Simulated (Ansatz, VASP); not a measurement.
## One calculation of CuO, two programs

```
Cu O
1.0
     2.34185   -1.71130    0.00000
     2.34185    1.71130    0.00000
    -0.85003    0.00000    5.05787
Cu O
2 2
Direct
  0.50000 0.00000 0.50000
  0.00000 0.50000 0.00000
  0.41840 0.58160 0.75000
  0.58160 0.41840 0.25000
```

Alike in both runs: task relaxation of cell and atoms; functional PBE; k mesh 10 × 10 × 5; occupations fermi-dirac, width 0.05 eV; no spin polarisation.

|  | VASP | Ansatz |
| --- | --- | --- |
| version | VASP 6.6.1 | Ansatz 0.2.0 |
| potentials or method | VASP PAW PBE potentials, release 64 (Cu, O) | Ansatz PAW |
| plane-wave cutoff (eV) | 600 | 420 |
| valence electrons in the cell | 34 | 50 |

Ansatz gave:

| Property | Result |
| --- | --- |
| gap on the k mesh at the Fermi level, each at its own relaxed structure (eV) | none |
| relaxed volume (Å³/atom) | 11.20 |
| relaxed length of the cell vector where the two differ most in proportion (Å) | 5.149 |

Problem. Estimate VASP's values.

Solution. gap on the k mesh at the Fermi level, each at its own relaxed structure (eV): none; relaxed volume (Å³/atom): 11.20; relaxed length of the cell vector where the two differ most in proportion (Å): 5.168.

A gap of «none» marks a metal or a gap that the smearing closes. VASP's potentials hold 34 valence electrons a cell and Ansatz's 50, so a difference there can come from the potentials and not from the codes.

Noted on Ansatz's run: the plane-wave basis is chosen anew once the cell has moved, so the energies of steps on either side of that aren't comparable.
